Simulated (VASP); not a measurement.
Zr, 1 atom in the cell. It takes space group Im-3m (No. 229, cubic). Conventional cell: a = 3.573 Å, b = 3.573 Å, c = 3.573 Å, α = 90.00°, β = 90.00°, γ = 90.00°. Zr (site symmetry m-3m) has 14 Zr at 3.09 to 3.57 Å within 4.1 Å. 

```yaml
Program: VASP 6.6.1
Task: single point
Functional: PBE
Potentials_or_basis: VASP PAW PBE potentials, release 64 (Zr_sv)
Cutoff: 520 eV
k_mesh: 13 × 13 × 13
Occupations: fermi-dirac, width 0.05 eV
Spin: no spin polarisation
Dipole_correction: no
Further_INCAR_settings: ALGO = Normal; EDIFF = 1e-06; NBANDS = 12
```

Potentials or basis: VASP PAW PBE potentials, release 64 (Zr_sv).

Command:

```bash
$ cat potpaw_PBE.64/Zr_sv/POTCAR > POTCAR
$ mpirun -np 1 vasp_std > vasp.out
```

Hardware: 1 thread of Intel Xeon 6975P-C (shared host).

Estimate the wall time of this run.

Run time: 32 s on 1 thread of Intel Xeon 6975P-C (shared host), peak memory 0.15 GiB. Counts: scf iterations 12, k points 84.
